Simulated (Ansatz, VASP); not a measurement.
**Two plane-wave programs on KCl**

```
K Cl
1.0
     0.00000    3.50728    3.50728
     3.50728    0.00000    3.50728
     3.50728    3.50728    0.00000
K Cl
1 1
Direct
  0.00000 0.00000 0.00000
  0.25000 0.25000 0.25000
```

Alike in both runs: task single point; functional PBE; k mesh 4 × 4 × 4; occupations gaussian, width 0.5 eV; no spin polarisation.

|  | VASP | Ansatz |
| --- | --- | --- |
| version | VASP 6.6.1 | Ansatz 0.2.0 |
| potentials or method | VASP PAW PBE potentials, release 64 (K_sv, Cl) | plane waves |
| plane-wave cutoff (eV) | 500 | 420 |
| valence electrons in the cell | 16 | 16 |

```tsv
	VASP	Ansatz	Ansatz less VASP
gap on the k mesh at the Fermi level (eV)	4.77	4.78	+0.001
pressure (GPa)	0.3	0.3	-0.01
```
